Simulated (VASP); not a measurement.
# SnO2 (Pbcn) in VASP: further runs

SnO2 is run at these levels: LDA; tasks: single point.

Program: VASP 6.6.1. These are calculated values, not measurements. Logs are shortened: lines on timing, memory, paths and dates and some standing lists are left out, and cuts for length are marked.

## (1) The cell of the first run

The structure is orthorhombic, space group Pbcn (No. 60). The conventional cell has a = 4.646 Å, b = 5.588 Å, c = 5.126 Å, α = 90.00°, β = 90.00°, γ = 90.00°. Sn (site symmetry 2) has 6 O at 1.99 to 2.07 Å within 2.6 Å. O (site symmetry 1) has 3 Sn at 1.99 to 2.07 Å and 1 O at 2.57 Å within 2.6 Å.

## (2) Single point, LDA

INCAR

```
SYSTEM = SnO2
ALGO = Normal
EDIFF = 1E-6
ENCUT = 520
ISIF = 2
ISMEAR = 0
LASPH = .TRUE.
LCHARG = .TRUE.
LELF = .TRUE.
LREAL = .FALSE.
LVHAR = .TRUE.
LWAVE = .FALSE.
NBANDS = 64
NELM = 100
PREC = Accurate
SIGMA = 0.02
```

KPOINTS

```
k-points
0
G
  6 6 6
  0 0 0
```

POSCAR

```
SnO2
1.0
    4.6456806922      0.0000000000      0.0000000000
    0.0000000000      5.5882304988      0.0000000000
    0.0000000000      0.0000000000      5.1257659509
Sn O
4 8
Direct
    0.5000000000      0.6714278854      0.7500000000
    0.0000000000      0.8285721146      0.2500000000
    0.5000000000      0.3285721146      0.2500000000
    0.0000000000      0.1714278854      0.7500000000
    0.7345448422      0.5996553807      0.0749693619
    0.2345448422      0.9003446193      0.9250306381
    0.7654551578      0.9003446193      0.5749693619
    0.2654551578      0.5996553807      0.4250306381
    0.7345448422      0.4003446193      0.5749693619
    0.2345448422      0.0996553807      0.4250306381
    0.7654551578      0.0996553807      0.0749693619
    0.2654551578      0.4003446193      0.9250306381
```

Potentials or basis: VASP PAW LDA potentials, release 64 (Sn_d, O).

The run is started by

```bash
> cat potpaw_LDA.64/Sn_d/POTCAR potpaw_LDA.64/O/POTCAR > POTCAR
> mpirun -np 1 vasp_std > vasp.out
```

OUTCAR:

```text
SYSTEM = SnO2
   EDIFF = 1E-6
   ENCUT = 520
   ISIF = 2
   ISMEAR = 0
   LASPH = .TRUE.
   LREAL = .FALSE.
   NELM = 100
   PREC = Accurate

 ion  position               nearest neighbor table
   1  0.500  0.671  0.750-   6 1.99   7 1.99   5 2.03   8 2.03   9 2.07  12 2.07   3 3.20   3 3.20
                             2 3.57   2 3.57   2 3.57   2 3.57   4 3.63   4 3.63   4 3.63   4 3.63
   2  0.000  0.829  0.250-   5 1.99   8 1.99   7 2.03   6 2.03  10 2.07  11 2.07   4 3.20   4 3.20
                             1 3.57   1 3.57   1 3.57   1 3.57   3 3.63   3 3.63   3 3.63   3 3.63
   3  0.500  0.329  0.250-  10 1.99  11 1.99   9 2.03  12 2.03   5 2.07   8 2.07   1 3.20   1 3.20
                             4 3.57   4 3.57   4 3.57   4 3.57   2 3.63   2 3.63   2 3.63   2 3.63
   4  0.000  0.171  0.750-   9 1.99  12 1.99  11 2.03  10 2.03   6 2.07   7 2.07   2 3.20   2 3.20
                             3 3.57   3 3.57   3 3.57   3 3.57   1 3.63   1 3.63   1 3.63   1 3.63
   5  0.735  0.600  0.075-   2 1.99   1 2.03   3 2.07
   6  0.235  0.900  0.925-   1 1.99   2 2.03   4 2.07
   7  0.765  0.900  0.575-   1 1.99   2 2.03   4 2.07
   8  0.265  0.600  0.425-   2 1.99   1 2.03   3 2.07
   9  0.735  0.400  0.575-   4 1.99   3 2.03   1 2.07
  10  0.235  0.100  0.425-   3 1.99   4 2.03   2 2.07
  11  0.765  0.100  0.075-   3 1.99   4 2.03   2 2.07
  12  0.265  0.400  0.925-   4 1.99   3 2.03   1 2.07

  LATTYP: Found a simple orthorhombic cell.
 ALAT       =     4.6456806922
 B/A-ratio  =     1.1033401326
 C/A-ratio  =     1.2028873418

  Lattice vectors:

 A1 = (  -4.6456806922,   0.0000000000,   0.0000000000)
 A2 = (   0.0000000000,   0.0000000000,   5.1257659509)
 A3 = (   0.0000000000,   5.5882304988,   0.0000000000)

Analysis of symmetry for initial positions (statically):
=====================================================================
 Subroutine PRICEL returns:
 Original cell was already a primitive cell.

 Routine SETGRP: Setting up the symmetry group for a
 simple orthorhombic supercell.

 Subroutine GETGRP returns: Found  8 space group operations
 (whereof  2 operations were pure point group operations)
 out of a pool of  8 trial point group operations.

The static configuration has the point symmetry S_2 .
 The point group associated with its full space group is D_2h.

Analysis of symmetry for dynamics (positions and initial velocities):
=====================================================================
 Subroutine PRICEL returns:
 Original cell was already a primitive cell.

 Routine SETGRP: Setting up the symmetry group for a
 simple orthorhombic supercell.

 Subroutine GETGRP returns: Found  8 space group operations
 (whereof  2 operations were pure point group operations)
 out of a pool of  8 trial point group operations.

The dynamic configuration has the point symmetry S_2 .
 The point group associated with its full space group is D_2h.

 Subroutine INISYM returns: Found  8 space group operations
 (whereof  2 operations are pure point group operations),
 and found     1 'primitive' translations

----------------------------------------------------------------------------------------

                                     Primitive cell

  volume of cell :     133.0707

  direct lattice vectors                    reciprocal lattice vectors
     4.645680692  0.000000000  0.000000000     0.215253709  0.000000000  0.000000000
     0.000000000  5.588230499  0.000000000     0.000000000  0.178947522  0.000000000
     0.000000000  0.000000000  5.125765951     0.000000000  0.000000000  0.195092794

  length of vectors
     4.645680692  5.588230499  5.125765951     0.215253709  0.178947522  0.195092794

  position of ions in fractional coordinates (direct lattice)
     0.500000000  0.671427885  0.750000000
     0.000000000  0.828572115  0.250000000
     0.500000000  0.328572115  0.250000000
     0.000000000  0.171427885  0.750000000
     0.734544842  0.599655381  0.074969362
     0.234544842  0.900344619  0.925030638
     0.765455158  0.900344619  0.574969362
     0.265455158  0.599655381  0.425030638
     0.734544842  0.400344619  0.574969362
     0.234544842  0.099655381  0.425030638
     0.765455158  0.099655381  0.074969362
     0.265455158  0.400344619  0.925030638

  ion indices of the primitive-cell ions
   primitive index   ion index
                 1           1
                 2           2
                 3           3
                 4           4
                 5           5
                 6           6
                 7           7
                 8           8
                 9           9
                10          10
                11          11
                12          12

----------------------------------------------------------------------------------------

 KPOINTS: k-points

Automatic generation of k-mesh.
 Grid dimensions read from file:
 generate k-points for:    6    6    6

 Generating k-lattice:

  Cartesian coordinates                     Fractional coordinates (reciprocal lattice)
     0.035875618  0.000000000  0.000000000     0.166666667  0.000000000  0.000000000
     0.000000000  0.029824587  0.000000000     0.000000000  0.166666667  0.000000000
     0.000000000  0.000000000  0.032515466     0.000000000  0.000000000  0.166666667

  Length of vectors
     0.035875618  0.029824587  0.032515466

  Shift w.r.t. Gamma in fractional coordinates (k-lattice)
     0.000000000  0.000000000  0.000000000

 Subroutine IBZKPT returns following result:
 ===========================================

 Found     64 irreducible k-points:

 Following reciprocal coordinates:
            Coordinates               Weight
  0.000000  0.000000  0.000000      1.000000
  0.166667  0.000000  0.000000      2.000000
  0.333333  0.000000  0.000000      2.000000
  0.500000  0.000000  0.000000      1.000000
  0.000000  0.166667  0.000000      2.000000
  0.166667  0.166667  0.000000      4.000000
[... 16 lines left out ...]
  0.333333  0.166667  0.166667      8.000000
  0.500000  0.166667  0.166667      4.000000
 [... further k-points ...]
   k-points           NKPTS =     64   k-points in BZ     NKDIM =     64   number of bands    NBANDS=     64
   number of dos      NEDOS =    301   number of ions     NIONS =     12
   total plane-waves  NPLWV =  60480
   dimension x,y,z NGX =    36 NGY =   42 NGZ =   40
   dimension x,y,z NGXF=    72 NGYF=   84 NGZF=   80
   ions per type =               4   8
   NGX,Y,Z   is equivalent  to a cutoff of  12.88, 12.49, 12.97 a.u.
   NGXF,Y,Z  is equivalent  to a cutoff of  25.77, 24.99, 25.95 a.u.
 SYSTEM =  SnO2
   PREC   = accura    normal or accurate (medium, high low for compatibility)
   ISTART =      0    job   : 0-new  1-cont  2-samecut
   ICHARG =      2    charge: 1-file 2-atom 10-const
   ISPIN  =      1    spin polarized calculation?
   LNONCOLLINEAR =      F non collinear calculations
   LSORBIT =      F    spin-orbit coupling
   LASPH  =      T    aspherical Exc in radial PAW
   ENCUT  =  520.0 eV  38.22 Ry    6.18 a.u.   8.64 10.39  9.53*2*pi/ulx,y,z
   NELM   =    100;   NELMIN=  2; NELMDL= -5     # of ELM steps
   EDIFF  = 0.1E-05   stopping-criterion for ELM
   LREAL  =      F    real-space projection
   EDIFFG = 0.1E-04   stopping-criterion for IOM
   NSW    =      0    number of steps for IOM
   IBRION =     -1    ionic relax: 0-MD 1-quasi-New 2-CG
   NFREE  =      0    steps in history (QN), initial steepest desc. (CG)
   ISIF   =      2    stress and relaxation
   ISYM   =      2    0-nonsym 1-usesym 2-fastsym
   POTIM  = 0.5000    time-step for ionic-motion
   TEBEG  =    0.0;   TEEND  =   0.0 temperature during run
   PSTRESS=    0.0 pullay stress
   NELECT =     104.0000    total number of electrons
   NUPDOWN=      -1.0000    fix difference up-down
   EMIN   =  10.00;   EMAX   =-10.00  energy-range for DOS
   EFERMI =   0.00;   METHOD = LEGACY
   ISMEAR =     0;   SIGMA  =   0.02  broadening in eV -4-tet -1-fermi 0-gaus
   EFERMI_NEDOS =   21; number of points for ismear=-14 and -15
   IALGO  =     38    algorithm
   IMIX   =      4    mixing-type and parameters
     AMIX     =   0.40;   BMIX     =  1.00
     AMIX_MAG =   1.60;   BMIX_MAG =  1.00
  volume/ion in A,a.u.               =      11.09        74.83
  Fermi-wavevector in a.u.,A,eV,Ry     =   1.507967  2.849644 30.939159  2.273964
  Thomas-Fermi vector in A             =   2.618483
   LORBIT       =      0    0 simple, 1 ext, 2 COOP (PROOUT), +10 PAW based schemes
   GGA     = CA    functional components
   LHFCALC =     F    Hartree Fock is set to
   AEXX    =    0.0000 exact exchange contribution
   IVDW    =     0    specifies the selected vdW correction
   LEPSILON=     F    determine dielectric tensor
   LRPA    =     F    only Hartree local field effects (RPA)
 non-spin polarized calculation
 Gauss-broadening in eV      SIGMA  =   0.02
  energy-cutoff  :      520.00
  volume of cell :      133.07
 maximum number of plane-waves:      3615
 NGX is ok and might be reduce to    36
   NGX = 17   NGY = 21   NGZ = 19

 number of electron     104.0000034 magnetization

 Free energy of the ion-electron system (eV)
  ---------------------------------------------------
  ext. energy  EPLUGINS =         0.00000000
  ---------------------------------------------------
  free energy    TOTEN  =       -84.17304019 eV

  energy without entropy =      -84.17304019  energy(sigma->0) =      -84.17304019

 E-fermi :   6.5492     XC(G=0): -12.2323

 val. band max:        6.4690806373   @ k =   0.0000   0.0000   0.0000
 cond. band min:       8.4845186492   @ k =   0.0000   0.0000   0.0000
 fundamental gap:      2.0154380119
 Fermi energy:         6.5492372352

 k-point     1 :       0.0000    0.0000    0.0000
  band No.  band energies     occupation
      1     -14.1634      2.00000
      2     -14.0402      2.00000
      3     -13.9397      2.00000
      4     -13.5679      2.00000
      5     -13.3714      2.00000
      6     -13.2043      2.00000
[... 1597 lines left out ...]
     63      17.7435      0.00000
     64      17.7886      0.00000

 [... further k-points ...]

------------------------ aborting loop because EDIFF is reached ----------------------------------------

  FORCE on cell =-STRESS in cart. coord.  units (eV):
  Direction    XX          YY          ZZ          XY          YZ          ZX
  --------------------------------------------------------------------------------------
  -------------------------------------------------------------------------------------
  Total        9.3645134      9.2871771      9.4705342      0.0000000      0.0000000      0.0000000
  in kB      112.7491707    111.8180390    114.0256665      0.0000000      0.0000000      0.0000000
  external PRESSURE =     112.8642921 kB  Pullay stress =       0.0000000 kB

 VOLUME and BASIS-vectors are now :
 -----------------------------------------------------------------------------
  energy-cutoff  :      520.00
  volume of cell :      133.07
      direct lattice vectors                 reciprocal lattice vectors
     4.645680692  0.000000000  0.000000000     0.215253709  0.000000000  0.000000000
     0.000000000  5.588230499  0.000000000     0.000000000  0.178947522  0.000000000
     0.000000000  0.000000000  5.125765951     0.000000000  0.000000000  0.195092794

 POSITION                                       TOTAL-FORCE (eV/Angst)
 -----------------------------------------------------------------------------------
      2.32284      3.75209      3.84432         0.000000      0.023097      0.000000
      0.00000      4.63025      1.28144         0.000000     -0.023097      0.000000
      2.32284      1.83614      1.28144         0.000000     -0.023097      0.000000
      0.00000      0.95798      3.84432         0.000000      0.023097     -0.000000
      3.41246      3.35101      0.38428         0.017004     -0.011281      0.003055
      1.08962      5.03133      4.74149         0.017004      0.011281     -0.003055
      3.55606      5.03133      2.94716        -0.017004      0.011281      0.003055
      1.23322      3.35101      2.17861        -0.017004     -0.011281     -0.003055
      3.41246      2.23722      2.94716         0.017004      0.011281      0.003055
      1.08962      0.55690      2.17861         0.017004     -0.011281     -0.003055
      3.55606      0.55690      0.38428        -0.017004     -0.011281      0.003055
      1.23322      2.23722      4.74149        -0.017004      0.011281     -0.003055
 -----------------------------------------------------------------------------------
    total drift:                                0.000000     -0.000000      0.000000

  FREE ENERGIE OF THE ION-ELECTRON SYSTEM (eV)
  ---------------------------------------------------
  free  energy   TOTEN  =       -84.1730401900 eV

  energy  without entropy=      -84.1730401900  energy(sigma->0) =      -84.17304019
```

Run time: 7.3 min. Hardware: 1 thread of Intel Xeon Platinum 8375C at 2.90GHz (Ice Lake), shared host; peak memory 0.45 GiB.

What came out:

| Property | Result |
| --- | --- |
| Free energy | -84.1730 eV |
| Pressure | 11.3 GPa |
| Largest force | 0.023 eV/Å |
| Band gap on the k mesh | 2.02 eV |

Forces on the atoms (eV/Å):
```
Sn   0.000  0.023  0.000
Sn   0.000 -0.023  0.000
Sn   0.000 -0.023  0.000
Sn   0.000  0.023  0.000
O    0.017 -0.011  0.003
O    0.017  0.011 -0.003
O   -0.017  0.011  0.003
O   -0.017 -0.011 -0.003
O    0.017  0.011  0.003
O    0.017 -0.011 -0.003
O   -0.017 -0.011  0.003
O   -0.017  0.011 -0.003
```

Caveat: the cell stands under pressure; spin-orbit coupling is left out, which moves the levels of the heavy elements.

## (3) Single point, LDA

This run uses another cell than the first one, of 11.62 Å³/atom.

INCAR

```
ALGO     = Normal         # electronic algorithm
EDIFF    = 1E-6           # SCF threshold, eV
ENCUT    = 520            # plane-wave cutoff, eV
ISIF     = 2              # what is computed and relaxed
ISMEAR   = 0              # smearing method
LASPH    = True           # aspherical terms in the spheres
LCHARG   = True           # write CHGCAR
LELF     = True           # ELF
LREAL    = False          # projectors in reciprocal space
LVHAR    = True         
LWAVE    = False          # write WAVECAR
NBANDS   = 64             # bands
NELM     = 80             # most SCF steps
PREC     = Accurate       # precision mode
SIGMA    = 0.02           # smearing width, eV
```

KPOINTS

```
k-points
0
Gamma
  6 6 6
```

POSCAR

```
SnO2
1.0
    4.7034079188      0.0000000000      0.0000000000
    0.0000000000      5.6949749535      0.0000000000
    0.0000000000      0.0000000000      5.2042381974
Sn O
4 8
Direct
    0.5000000000      0.6673127867      0.7500000000
    0.0000000000      0.8326872133      0.2500000000
    0.5000000000      0.3326872133      0.2500000000
    0.0000000000      0.1673127867      0.7500000000
    0.7310009882      0.6049075021      0.0776503296
    0.2310009882      0.8950924979      0.9223496704
    0.7689990118      0.8950924979      0.5776503296
    0.2689990118      0.6049075021      0.4223496704
    0.7310009882      0.3950924979      0.5776503296
    0.2310009882      0.1049075021      0.4223496704
    0.7689990118      0.1049075021      0.0776503296
    0.2689990118      0.3950924979      0.9223496704
```

Potentials or basis: VASP PAW LDA potentials, release 64 (Sn_d, O).

The run is started by

```bash
> cat potpaw_LDA.64/Sn_d/POTCAR potpaw_LDA.64/O/POTCAR > POTCAR
> mpirun -np 1 vasp_std > vasp.out
```

OUTCAR:

```text
EDIFF = 1E-6
   ENCUT = 520
   ISIF = 2
   ISMEAR = 0
   LASPH = True
   LREAL = False
   NELM = 80
   PREC = Accurate

 ion  position               nearest neighbor table
   1  0.500  0.667  0.750-   6 2.02   7 2.02   5 2.05   8 2.05   9 2.09  12 2.09   3 3.23   3 3.23
                             2 3.63   2 3.63   2 3.63   2 3.63   4 3.69   4 3.69   4 3.69   4 3.69
   2  0.000  0.833  0.250-   5 2.02   8 2.02   7 2.05   6 2.05  10 2.09  11 2.09   4 3.23   4 3.23
                             1 3.63   1 3.63   1 3.63   1 3.63   3 3.69   3 3.69   3 3.69   3 3.69
[... 1848 lines left out ...]
 VOLUME and BASIS-vectors are now :
 -----------------------------------------------------------------------------
  energy-cutoff  :      520.00
  volume of cell :      139.40
      direct lattice vectors                 reciprocal lattice vectors
     4.703407919  0.000000000  0.000000000     0.212611795  0.000000000  0.000000000
     0.000000000  5.694974954  0.000000000     0.000000000  0.175593397  0.000000000
     0.000000000  0.000000000  5.204238197     0.000000000  0.000000000  0.192151082

 POSITION                                       TOTAL-FORCE (eV/Angst)
 -----------------------------------------------------------------------------------
      2.35170      3.80033      3.90318         0.000000      0.020959      0.000000
      0.00000      4.74213      1.30106         0.000000     -0.020959      0.000000
      2.35170      1.89465      1.30106         0.000000     -0.020959      0.000000
      0.00000      0.95284      3.90318         0.000000      0.020959      0.000000
      3.43820      3.44493      0.40411         0.014896     -0.008319      0.004532
      1.08649      5.09753      4.80013         0.014896      0.008319     -0.004532
      3.61692      5.09753      3.00623        -0.014896      0.008319      0.004532
      1.26521      3.44493      2.19801        -0.014896     -0.008319     -0.004532
      3.43820      2.25004      3.00623         0.014896      0.008319      0.004532
      1.08649      0.59745      2.19801         0.014896     -0.008319     -0.004532
      3.61692      0.59745      0.40411        -0.014896     -0.008319      0.004532
      1.26521      2.25004      4.80013        -0.014896      0.008319     -0.004532
 -----------------------------------------------------------------------------------
    total drift:                                0.000000      0.000000      0.000000

  FREE ENERGIE OF THE ION-ELECTRON SYSTEM (eV)
  ---------------------------------------------------
  free  energy   TOTEN  =       -84.4142312771 eV

  energy  without entropy=      -84.4142312771  energy(sigma->0) =      -84.41423128
```

stdout:

```text
POSCAR found type information on POSCAR SnO
 POSCAR found :  2 types and      12 ions
 scaLAPACK will be used
 LDA part: xc-table for (Slater(with rela. corr.)+CA(PZ))
 , standard interpolation
 POSCAR, INCAR and KPOINTS ok, starting setup
 FFT: planning ... GRIDC
 FFT: planning ... GRID_SOFT
 FFT: planning ... GRID
 WAVECAR not read
 entering main loop
```

It took 13 min on 1 thread of Intel Xeon 8259CL, shared host; peak memory 0.47 GiB.

What came out:

| Property | Result |
| --- | --- |
| Free energy | -84.4142 eV |
| Pressure | 1.1 GPa |
| Largest force | 0.021 eV/Å |
| Band gap on the k mesh | 1.54 eV |

Forces on the atoms (eV/Å):
```
Sn   0.000  0.021  0.000
Sn   0.000 -0.021  0.000
Sn   0.000 -0.021  0.000
Sn   0.000  0.021  0.000
O    0.015 -0.008  0.005
O    0.015  0.008 -0.005
O   -0.015  0.008  0.005
O   -0.015 -0.008 -0.005
O    0.015  0.008  0.005
O    0.015 -0.008 -0.005
O   -0.015 -0.008  0.005
O   -0.015  0.008 -0.005
```

Caveat: spin-orbit coupling is left out, which moves the levels of the heavy elements.
